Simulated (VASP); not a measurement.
Write the native input for VASP 6.6.1 that does the following.

```yaml
Task: electric field gradients
Functional: PBE
Potentials_or_basis: VASP PAW PBE potentials, release 64 (Ba_sv, Ti_sv, O)
Cutoff: 520 eV
k_mesh: 7 × 7 × 7
Occupations: fermi-dirac, width 0.03 eV
Spin: no spin polarisation
Dipole_correction: no
Further_INCAR_settings: ALGO = Normal; EDIFF = 1e-08; NBANDS = 28
```

The structure of BaTiO3 lies in POSCAR:

```
BaTiO3
1.0
    3.9998000000      0.0000000000      0.0000000000
    0.0000000000      3.9998000000      0.0000000000
    0.0000000000      0.0000000000      3.8974600000
Ba Ti O
1 1 3
Direct
    0.0000000000      0.0000000000      0.0000000000
    0.5000000000      0.5000000000      0.5000000000
    0.5000000000      0.5000000000      0.0000000000
    0.5000000000      0.0000000000      0.5000000000
    0.0000000000      0.5000000000      0.5000000000
```

This cell differs from its parent crystal: zz strain of -3 %.

These files were run (other wordings do the same):

INCAR

```
SYSTEM = BaTiO3
  PREC = Accurate
  ENCUT = 520
  EDIFF = 1E-8
  ISMEAR = -1
  SIGMA = 0.03
  LREAL = .False.
  LASPH = .True.
  NELM = 60
  ALGO = Normal
  ISIF = 2
  LWAVE = .False.
  LCHARG = .False.
  GGA = PE
  LEFG = .True.
  NBANDS = 28
```

KPOINTS

```
regular mesh
0
Gamma
  7 7 7
  0 0 0
```

Potentials or basis: VASP PAW PBE potentials, release 64 (Ba_sv, Ti_sv, O).

The run is started by

```bash
$ cat potpaw_PBE.64/Ba_sv/POTCAR potpaw_PBE.64/Ti_sv/POTCAR potpaw_PBE.64/O/POTCAR > POTCAR
$ mpirun -np 1 vasp_std > vasp.out
```

It gave:

The pressure is 9.4 GPa. The band gap on the k mesh is 1.82 eV (least direct gap 1.86 eV) and the largest electric field gradient by atom is Ba -2.8; Ti -24.2; O +14.0, +26.4 (each value once) V/Å².

Caveat: the cell differs from its parent crystal (zz strain of -3 %); the cell stands under pressure; without QUAD_EFG the Cq values of the log hold for a quadrupole moment of 1 mb, not for the nuclei; spin-orbit coupling is left out, which moves the levels of the heavy elements; an odd mesh through Γ misses points on the zone boundary, where band edges can lie.

Wall time 83 s on 1 thread of Intel(R) Xeon(R) Platinum 8259CL CPU @ 2.50GHz (Skylake/Cascade Lake), with other jobs on the host, peak memory 0.21 GiB.
